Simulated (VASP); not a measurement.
## Ni: single point with PBE

The system is Ni.

```xyz
2
Lattice="0.0000 3.5160 3.5160 1.7580 0.0000 1.7580 1.7580 1.7580 0.0000" Properties=species:S:1:pos:R:3 pbc="T T T"
Ni    0.0000    0.0000    0.0000
Ni    0.0000    1.7580    1.7580
```

* Program: VASP 6.6.1
* Task: single point
* Functional: PBE
* Potentials or basis: VASP PAW PBE potentials, release 64 (Ni)
* Cutoff: 520 eV
* k mesh: 7 × 14 × 14
* Occupations: fermi-dirac, width 0.1 eV
* Spin: collinear spin, ferromagnetic start
* Starting moments: [0.4, 0.4] μB

| Property | Result |
| --- | --- |
| Pressure | 0.5 GPa |
| Net moment | 1.18 μB per cell |
| Site moments | Ni +0.60 μB |
| Valence electrons inside the program's atomic spheres | Ni 9.31 |

Levels at points of the mesh, in eV from the Fermi level:
Spin up:
```tsv
k point	band 7	band 8	band 9	band 10	band 11	band 12	band 13	band 14	band 15	band 16
(0.00, 0.00, 0.00)	-2.38	-1.23	-1.23	-0.56	-0.56	-0.28	5.70	22.24	23.75	24.72
(0.00, 0.50, 0.00)	-0.56	-0.52	-0.42	-0.42	-0.28	2.47	5.70	9.25	14.85	14.85
```
Spin down:
```
           k point  band 5  band 6  band 7  band 8  band 9  band 10  band 11  band 12  band 13  band 14
(0.00, 0.00, 0.00)   -1.69   -1.69   -1.69   -0.66   -0.66    -0.34     0.16     0.16     6.10    22.10
(0.00, 0.50, 0.00)   -1.79   -0.34    0.08    0.16    0.16     0.39     0.39     2.42     6.10     9.49
```

Wall time 2.3 min on 1 thread of Intel Xeon 8259CL (shared host), peak memory 0.21 GiB.
